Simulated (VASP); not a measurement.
# SiC (P1) in VASP: single point with PBE

Aim: the single point of SiC with PBE.

All numbers are computed with VASP 6.6.1; they aren't measurements. Logs are shortened: lines on timing, memory, paths and dates and some standing lists are left out, and cuts for length are marked.

**1. The cell of the first run**

The typed cell holds 4 atoms: a = 3.077 Å, b = 3.116 Å, c = 5.049 Å, α = 90.62°, β = 91.71°, γ = 121.27°.

**2. Single point, PBE (equal xy, yz and zx shear strains of -3 %)**

INCAR

```
SYSTEM = SiC
PREC = Accurate
ENCUT = 520
EDIFF = 1E-7
ISMEAR = -1
SIGMA = 0.08
LREAL = .False.
LASPH = .True.
NELM = 100
ALGO = Normal
ISIF = 2
LWAVE = .False.
LCHARG = .False.
GGA = PE
NBANDS = 16
```

KPOINTS

```
regular mesh
0
Gamma
  15 15 8
  0 0 0
```

POSCAR

```
SiC
1.0
    3.0759982064     -0.0461399731     -0.0461399731
   -1.5779574920      2.6869625754     -0.0168884023
   -0.0757200000     -0.0757200000      5.0480000000
Si C
2 2
Direct
    0.3333333333      0.6666666667      0.0000000000
    0.6666666667      0.3333333333      0.5000000000
    0.3333333333      0.6666666667      0.3850000000
    0.6666666667      0.3333333333      0.8850000000
```

Potentials or basis: VASP PAW PBE potentials, release 64 (Si, C).

Command:

```console
$ cat potpaw_PBE.64/Si/POTCAR potpaw_PBE.64/C/POTCAR > POTCAR
$ mpirun -np 1 vasp_std > vasp.out
```

OUTCAR:

```text
SYSTEM = SiC
   PREC = Accurate
   ENCUT = 520
   EDIFF = 1E-7
   ISMEAR = -1
   LREAL = .False.
   LASPH = .True.
   NELM = 100
   ISIF = 2
   GGA = PE

 ion  position               nearest neighbor table
   1  0.333  0.667  0.000-   4 1.82   4 1.89   4 1.90   3 1.94   2 3.01   2 3.04   2 3.08   2 3.12
                             2 3.13   2 3.13
   2  0.667  0.333  0.500-   3 1.85   3 1.87   3 1.88   4 1.94   1 3.01   1 3.04   1 3.08   1 3.12
                             1 3.13   1 3.13
   3  0.333  0.667  0.385-   2 1.85   2 1.87   2 1.88   1 1.94
   4  0.667  0.333  0.885-   1 1.82   1 1.89   1 1.90   2 1.94

  LATTYP: Found a triclinic cell.
 ALAT       =     3.0367816146
 B/A-ratio  =     1.0131417463
 C/A-ratio  =     1.6626601162
 COS(alpha) =     0.0297616073
 COS(beta)  =     0.0411893908
 COS(gamma) =     0.4804578458

  Lattice vectors:

 A1 = (   1.4980407144,   2.6408226023,  -0.0630283754)
 A2 = (   3.0759982064,  -0.0461399731,  -0.0461399731)
 A3 = (   0.0757200000,   0.0757200000,  -5.0480000000)

Analysis of symmetry for initial positions (statically):
=====================================================================
 Subroutine PRICEL returns:
 Original cell was already a primitive cell.

 Routine SETGRP: Setting up the symmetry group for a
 triclinic supercell.

 Subroutine GETGRP returns: Found  1 space group operations
 (whereof  1 operations were pure point group operations)
 out of a pool of  2 trial point group operations.

The static configuration has the point symmetry C_1 .

Analysis of symmetry for dynamics (positions and initial velocities):
=====================================================================
 Subroutine PRICEL returns:
 Original cell was already a primitive cell.

 Routine SETGRP: Setting up the symmetry group for a
 triclinic supercell.

 Subroutine GETGRP returns: Found  1 space group operations
 (whereof  1 operations were pure point group operations)
 out of a pool of  2 trial point group operations.

The dynamic configuration has the point symmetry C_1 .

 Subroutine INISYM returns: Found  1 space group operations
 (whereof  1 operations are pure point group operations),
 and found     1 'primitive' translations

----------------------------------------------------------------------------------------

                                     Primitive cell

  volume of cell :      41.3358

  direct lattice vectors                    reciprocal lattice vectors
     3.075998206 -0.046139973 -0.046139973     0.328105918  0.192734033  0.007812599
    -1.577957492  2.686962575 -0.016888402     0.005719220  0.375562088  0.005719220
    -0.075720000 -0.075720000  5.048000000     0.003018104  0.003018104  0.198188800

  length of vectors
     3.076690228  3.116087763  5.049135672     0.380606014  0.375649172  0.198234755

  position of ions in fractional coordinates (direct lattice)
     0.333333333  0.666666667  1.000000000
     0.666666667  0.333333333  0.500000000
     0.333333333  0.666666667  0.385000000
     0.666666667  0.333333333  0.885000000

  ion indices of the primitive-cell ions
   primitive index   ion index
                 1           1
                 2           2
                 3           3
                 4           4

----------------------------------------------------------------------------------------

 KPOINTS: regular mesh

Automatic generation of k-mesh.
 Grid dimensions read from file:
 generate k-points for:   15   15    8

 Generating k-lattice:

  Cartesian coordinates                     Fractional coordinates (reciprocal lattice)
     0.021873728  0.012848936  0.000520840     0.066666667  0.000000000 -0.000000000
     0.000381281  0.025037473  0.000381281    -0.000000000  0.066666667  0.000000000
     0.000377263  0.000377263  0.024773600    -0.000000000  0.000000000  0.125000000

  Length of vectors
     0.025373734  0.025043278  0.024779344

  Shift w.r.t. Gamma in fractional coordinates (k-lattice)
     0.000000000  0.000000000  0.000000000

 Subroutine IBZKPT returns following result:
 ===========================================

 Found    901 irreducible k-points:

 Following reciprocal coordinates:
            Coordinates               Weight
  0.000000  0.000000  0.000000      1.000000
  0.066667  0.000000 -0.000000      2.000000
  0.133333  0.000000 -0.000000      2.000000
  0.200000  0.000000 -0.000000      2.000000
  0.266667  0.000000 -0.000000      2.000000
  0.333333  0.000000 -0.000000      2.000000
[... 16 lines left out ...]
 -0.066667  0.066667  0.000000      2.000000
 -0.000000  0.133333  0.000000      2.000000
 [... further k-points ...]
   k-points           NKPTS =    901   k-points in BZ     NKDIM =    901   number of bands    NBANDS=     16
   number of dos      NEDOS =    301   number of ions     NIONS =      4
   total plane-waves  NPLWV =  23040
   dimension x,y,z NGX =    24 NGY =   24 NGZ =   40
   dimension x,y,z NGXF=    48 NGYF=   48 NGZF=   80
   ions per type =               2   2
   NGX,Y,Z   is equivalent  to a cutoff of  12.97, 12.80, 13.17 a.u.
   NGXF,Y,Z  is equivalent  to a cutoff of  25.94, 25.61, 26.34 a.u.
 SYSTEM =  SiC
   PREC   = accura    normal or accurate (medium, high low for compatibility)
   ISTART =      0    job   : 0-new  1-cont  2-samecut
   ICHARG =      2    charge: 1-file 2-atom 10-const
   ISPIN  =      1    spin polarized calculation?
   LNONCOLLINEAR =      F non collinear calculations
   LSORBIT =      F    spin-orbit coupling
   LASPH  =      T    aspherical Exc in radial PAW
   ENCUT  =  520.0 eV  38.22 Ry    6.18 a.u.   5.72  5.79  9.39*2*pi/ulx,y,z
   NELM   =    100;   NELMIN=  2; NELMDL= -5     # of ELM steps
   EDIFF  = 0.1E-06   stopping-criterion for ELM
   LREAL  =      F    real-space projection
   EDIFFG = 0.1E-05   stopping-criterion for IOM
   NSW    =      0    number of steps for IOM
   IBRION =     -1    ionic relax: 0-MD 1-quasi-New 2-CG
   NFREE  =      0    steps in history (QN), initial steepest desc. (CG)
   ISIF   =      2    stress and relaxation
   ISYM   =      2    0-nonsym 1-usesym 2-fastsym
   POTIM  = 0.5000    time-step for ionic-motion
   TEBEG  =    0.0;   TEEND  =   0.0 temperature during run
   PSTRESS=    0.0 pullay stress
   NELECT =      16.0000    total number of electrons
   NUPDOWN=      -1.0000    fix difference up-down
   EMIN   =  10.00;   EMAX   =-10.00  energy-range for DOS
   EFERMI =   0.00;   METHOD = LEGACY
   ISMEAR =    -1;   SIGMA  =   0.08  broadening in eV -4-tet -1-fermi 0-gaus
   EFERMI_NEDOS =   21; number of points for ismear=-14 and -15
   IALGO  =     38    algorithm
   IMIX   =      4    mixing-type and parameters
     AMIX     =   0.40;   BMIX     =  1.00
     AMIX_MAG =   1.60;   BMIX_MAG =  1.00
  volume/ion in A,a.u.               =      10.33        69.74
  Fermi-wavevector in a.u.,A,eV,Ry     =   1.193089  2.254611 19.367368  1.423461
  Thomas-Fermi vector in A             =   2.329112
   LORBIT       =      0    0 simple, 1 ext, 2 COOP (PROOUT), +10 PAW based schemes
   GGA     = PE    functional components
   LHFCALC =     F    Hartree Fock is set to
   AEXX    =    0.0000 exact exchange contribution
   IVDW    =     0    specifies the selected vdW correction
   LEPSILON=     F    determine dielectric tensor
   LRPA    =     F    only Hartree local field effects (RPA)
 non-spin polarized calculation
  energy-cutoff  :      520.00
  volume of cell :       41.34
 maximum number of plane-waves:      1130
   NGX = 11   NGY = 11   NGZ = 19

 number of electron      16.0000000 magnetization

 Free energy of the ion-electron system (eV)
  ---------------------------------------------------
  ext. energy  EPLUGINS =         0.00000000
  ---------------------------------------------------
  free energy    TOTEN  =       -29.99855291 eV

  energy without entropy =      -29.99855290  energy(sigma->0) =      -29.99855291

 E-fermi :   9.6066     XC(G=0): -11.3528

 val. band max:        8.5037617944   @ k =   0.0000   0.0000   0.0000
 cond. band min:      10.7140886008   @ k =   0.4667   0.0000  -0.0000
 fundamental gap:      2.2103268064
 Fermi energy:         9.6065826979

 k-point     1 :       0.0000    0.0000    0.0000
  band No.  band energies     occupation
      1      -7.3138      2.00000
      2      -3.8042      2.00000
      3      -0.2769      2.00000
      4       6.7538      2.00000
      5       6.9609      2.00000
      6       8.0542      2.00000
[... 8 lines left out ...]
     15      17.3355      0.00000
     16      19.5044      0.00000

 k-point     2 :       0.0667    0.0000   -0.0000
  band No.  band energies     occupation
      1      -7.2341      2.00000
      2      -3.7363      2.00000
      3      -0.2017      2.00000
      4       6.4951      2.00000
      5       6.6403      2.00000
      6       7.8703      2.00000
[... 8 lines left out ...]
     15      17.1641      0.00000
     16      19.2266      0.00000

 k-point     3 :       0.1333    0.0000   -0.0000
  band No.  band energies     occupation
      1      -6.9963      2.00000
      2      -3.5359      2.00000
      3       0.0207      2.00000
      4       5.4721      2.00000
      5       6.2548      2.00000
      6       7.1146      2.00000
[... 8 lines left out ...]
     15      17.6487      0.00000
     16      18.3645      0.00000

 k-point     4 :       0.2000    0.0000   -0.0000
  band No.  band energies     occupation
      1      -6.6043      2.00000
      2      -3.2150      2.00000
      3       0.3768      2.00000
      4       4.1871      2.00000
      5       5.8061      2.00000
      6       6.0911      2.00000
[... 8 lines left out ...]
     15      17.9988      0.00000
     16      18.2598      0.00000

 k-point     5 :       0.2667    0.0000   -0.0000
  band No.  band energies     occupation
      1      -6.0667      2.00000
      2      -2.8038      2.00000
      3       0.8179      2.00000
      4       2.9173      2.00000
      5       4.9524      2.00000
      6       5.3911      2.00000
[... 8 lines left out ...]
     15      18.3709      0.00000
     16      19.1656      0.00000

 k-point     6 :       0.3333    0.0000   -0.0000
  band No.  band energies     occupation
      1      -5.4003      2.00000
      2      -2.3837      2.00000
      3       1.0227      2.00000
      4       2.1339      2.00000
      5       3.8297      2.00000
      6       5.0391      2.00000
[... 8 lines left out ...]
     15      19.1160      0.00000
     16      20.2554      0.00000
[... 267 lines left out ...]
 k-point    21 :      -0.2000    0.0667    0.0000
  band No.  band energies     occupation
      1      -6.7697      2.00000
      2      -3.3479      2.00000
      3       0.2257      2.00000
      4       4.7057      2.00000
      5       5.7243      2.00000
      6       6.6779      2.00000
[... 8 lines left out ...]
     15      17.8214      0.00000
     16      18.6950      0.00000

 k-point    22 :      -0.1333    0.0667    0.0000
  band No.  band energies     occupation
      1      -7.0823      2.00000
      2      -3.6073      2.00000
      3      -0.0614      2.00000
      4       5.6791      2.00000
      5       6.4210      2.00000
      6       7.3712      2.00000
[... 8 lines left out ...]
     15      17.7177      0.00000
     16      18.4411      0.00000

 k-point    23 :      -0.0667    0.0667    0.0000
  band No.  band energies     occupation
      1      -7.2387      2.00000
      2      -3.7397      2.00000
      3      -0.2073      2.00000
      4       6.2948      2.00000
      5       6.8276      2.00000
      6       7.7734      2.00000
[... 8 lines left out ...]
     15      17.4848      0.00000
     16      18.8093      0.00000

 k-point    24 :      -0.0000    0.1333    0.0000
  band No.  band energies     occupation
      1      -7.0054      2.00000
      2      -3.5426      2.00000
      3       0.0096      2.00000
      4       5.3484      2.00000
      5       6.3687      2.00000
      6       7.0748      2.00000
[... 8 lines left out ...]
     15      17.8104      0.00000
     16      18.1742      0.00000

 [... further k-points ...]
[... 5 lines left out ...]
  --------------------------------------------------------------------------------------
  -------------------------------------------------------------------------------------
  Total        1.4551927      1.4570091      0.1579012      1.8971029      1.2909123      1.2946479
  in kB       56.4033817     56.4737851      6.1202644     73.5318541     50.0358601     50.1806524
  external PRESSURE =      39.6658104 kB  Pullay stress =       0.0000000 kB

 VOLUME and BASIS-vectors are now :
 -----------------------------------------------------------------------------
  energy-cutoff  :      520.00
  volume of cell :       41.34
      direct lattice vectors                 reciprocal lattice vectors
     3.075998206 -0.046139973 -0.046139973     0.328105918  0.192734033  0.007812599
    -1.577957492  2.686962575 -0.016888402     0.005719220  0.375562088  0.005719220
    -0.075720000 -0.075720000  5.048000000     0.003018104  0.003018104  0.198188800

 POSITION                                       TOTAL-FORCE (eV/Angst)
 -----------------------------------------------------------------------------------
     -0.02664      1.77593     -0.02664         0.515850      0.224926      0.789829
      1.48682      0.82703      2.48761        -0.100005      0.185987      0.753145
     -0.05579      1.74678      1.91684         0.166216     -0.185912     -0.748992
      1.45767      0.79788      4.43109        -0.582060     -0.225000     -0.793981
 -----------------------------------------------------------------------------------
    total drift:                               -0.000213     -0.000116      0.000156

  FREE ENERGIE OF THE ION-ELECTRON SYSTEM (eV)
  ---------------------------------------------------
  free  energy   TOTEN  =       -29.9985529136 eV

  energy  without entropy=      -29.9985528982  energy(sigma->0) =      -29.99855291
```

Run time: 14 min. Hardware: 1 thread of Oxide Virtual Turin-like, shared host; peak memory 0.52 GiB.

What came out:

```
Free energy            : -29.9986 eV
Pressure               : 4.0 GPa
Largest force          : 1.010 eV/Å
Band gap on the k mesh : 2.21 eV, indirect (least direct gap 3.95 eV)
```

Forces in eV/Å, atoms in the order of the input:
```
Si   0.516  0.225  0.790
Si  -0.100  0.186  0.753
C    0.166 -0.186 -0.749
C   -0.582 -0.225 -0.794
```

Stress tensor (GPa, compression positive):
```
5.64 7.35 5.02
7.35 5.65 5.00
5.02 5.00 0.61
```

Caveat: the cell differs from its parent crystal (equal xy, yz and zx shear strains of -3 %); forces of over 1 eV/Å act on the atoms, so gaps and moduli don't describe the material at rest. A k mesh can miss the band edges.
